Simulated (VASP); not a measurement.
Input of a VASP 6.6.1 run:

File INCAR:

```
SYSTEM = Ga2O3
PREC = Accurate
ENCUT = 520
EDIFF = 1E-7
ISMEAR = -1
SIGMA = 0.02
LREAL = .FALSE.
LASPH = .TRUE.
NELM = 100
ALGO = Normal
ISIF = 2
LWAVE = .FALSE.
LCHARG = .FALSE.
GGA = PE
NBANDS = 55
```

The input KPOINTS:

```
regular mesh
0
G
  6 6 6
  0 0 0
```

File POSCAR:

```
Ga2O3
1.0
    2.4922617722      1.4389080051      4.6150580585
   -2.4922617722      1.4389080051      4.6150580585
    0.0000000000     -2.8778160102      4.6150580585
Ga O
4 6
Direct
    0.8544077862      0.8544077862      0.8544077862
    0.6455922138      0.6455922138      0.6455922138
    0.1455922138      0.1455922138      0.1455922138
    0.3544077862      0.3544077862      0.3544077862
    0.7500000000      0.4459053293      0.0540946707
    0.4459053293      0.0540946707      0.7500000000
    0.0540946707      0.7500000000      0.4459053293
    0.2500000000      0.5540946707      0.9459053293
    0.9459053293      0.2500000000      0.5540946707
    0.5540946707      0.9459053293      0.2500000000
```

Potentials or basis: VASP PAW PBE potentials, release 64 (Ga_d, O).

Run with:

```bash
$ cat potpaw_PBE.64/Ga_d/POTCAR potpaw_PBE.64/O/POTCAR > POTCAR
$ mpirun -np 1 vasp_std > vasp.out
```

(1) Predict the pressure.

(2) Estimate the band gap on the k mesh.

(3) Estimate the largest force.

## Answers

(1) 4.1 GPa.

(2) 2.53 eV (least direct gap 2.73 eV).

(3) 0.044 eV/Å.

Caveat: the cell differs from its parent crystal (uniaxial z strain +3.0%); the stress differs along the axes, from -1 to 7 GPa.
